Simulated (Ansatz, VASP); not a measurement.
**One calculation of WS2, two programs**

File INCAR:

```
SYSTEM = WS2
PREC     = Accurate       ! precision mode
ENCUT    = 520            ! plane-wave cutoff, eV
EDIFF    = 1E-7           ! SCF threshold, eV
ISMEAR   = 0              ! smearing method
SIGMA    = 0.05           ! smearing width, eV
LREAL    = .False.        ! projectors in reciprocal space
LASPH    = .True.         ! aspherical terms in the spheres
NELM     = 80             ! most SCF steps
ALGO     = Normal         ! electronic algorithm
ISIF     = 2              ! what is computed and relaxed
LWAVE    = .False.        ! write WAVECAR
LCHARG   = .False.        ! write CHGCAR
LDIPOL   = .True.       
IDIPOL   = 3            
DIPOL    = 0.5 0.5 0.500
GGA      = PS             ! functional
NBANDS   = 35             ! bands
```

The input KPOINTS:

```
Automatic mesh
0
Gamma
  8 2 1
  0 0 0
```

Contents of POSCAR:

```
WS2
1.0
    3.1461313781      0.0000000000      0.0000000000
    0.0000000000     12.6917314098      0.0000000000
    0.0000000000      0.0000000000     15.9082098990
W S
2 4
Direct
    0.0000000000      0.7500000000      0.4714546795
    0.5000000000      0.2500000000      0.5285453205
    0.0000000000      0.3735108830      0.4714546795
    0.0000000000      0.1264891170      0.4714546795
    0.5000000000      0.8735108830      0.5285453205
    0.5000000000      0.6264891170      0.5285453205
```

Input for Ansatz:

```yaml
crystal:
  lattice:
    - [3.1461313781, 0.0, 0.0]
    - [0.0, 12.6917314098, 0.0]
    - [0.0, 0.0, 15.908209899]
  atoms:
    - { symbol: W, position: [0.0, 0.75, 0.4714546795] }
    - { symbol: S, position: [0.0, 0.373510883, 0.4714546795] }
    - { symbol: S, position: [0.0, 0.126489117, 0.4714546795] }
    - { symbol: W, position: [0.5, 0.25, 0.5285453205] }
    - { symbol: S, position: [0.5, 0.873510883, 0.5285453205] }
    - { symbol: S, position: [0.5, 0.626489117, 0.5285453205] }
basis:
  ecutwfc: 420
kpoints:
  mp_grid: { grid: [8, 2, 1] }
hamiltonian:
  xc: pbesol
scf:
  occupations: { method: gaussian, width: 0.05 }
  max_iter: 76
output:
  forces: true
  stress: true
  eigenvalues: true
  write_density: true
  write_potential: true
  elf: true
  volumetric_format: npy
efield:
  axis: 3
  dipole_correction: true
  ramp_width: 0.04
```

Alike in both runs: task single point; functional PBEsol; k mesh 8 × 2 × 1; occupations gaussian, width 0.05 eV; no spin polarisation.

```csv
,VASP,Ansatz
version,VASP 6.6.1,Ansatz 0.2.0
potentials or method,"VASP PAW PBE potentials, release 64 (W_sv, S), cutoff 520 eV","scalar-relativistic, plane waves, PAW"
valence electrons in the cell,52,52
```

Ansatz gave:

```
gap on the k mesh at the Fermi level (eV) : none
rms of the force components (eV/Å)        : 1.293
```

Task: What did VASP give for the same quantities?

Result: gap on the k mesh at the Fermi level (eV): none; rms of the force components (eV/Å): 1.285.

VASP's potentials were made for PBE, not for PBEsol. A gap of «none» marks a metal or a gap that the smearing closes. The functional is the same, so the differences come from potentials, cutoffs and numerics. Ansatz's warnings: xc potential rough in thin density.

Spin-orbit coupling is off throughout.
